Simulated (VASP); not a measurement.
Runs of VASP 6.6.1 on EuS. The structure is that of space group Fm-3m (No. 225), or close to it. The cells are those of the table. 

| cell | gap on the mesh (eV) | pressure (GPa) | moment (μB) |
| --- | --- | --- | --- |
| a = 4.097 Å, angles 60.0°, 2 atoms | none | 5.4 | 7.00 |
| a = 4.212 Å, angles 60.0°, 2 atoms | (b) | 0.6 | 7.00 |
| a = 4.136 Å, angles 60.0°, 2 atoms | none | 3.6 | 7.00 |
| a = 4.249 Å, angles 60.0°, 2 atoms | (a) | -0.6 | 7.00 |
| a = 4.174 Å, angles 60.0°, 2 atoms | - | 1.9 | 7.00 |

Alike in all rows: task single point; level PBE+U; potentials or basis VASP PAW PBE potentials, release 64 (Eu, S); spin collinear, ferromagnetic start; Eu f U = 5.0 eV; k mesh 7 × 7 × 7; cutoff (eV) 600; smearing fermi-dirac 0.1 eV.

Q: Estimate the missing entries.

A: (a) 0.37; (b) 0.24.

Caveats: spin-orbit coupling is left out, which moves the levels of the heavy elements; a cell with one magnetic atom can't hold antiferromagnetic order, which such compounds often take.

A k mesh can miss the band edges, and the runs leave out spin-orbit coupling on Eu.

A gap of «none» marks levels without a gap at the run's occupations.
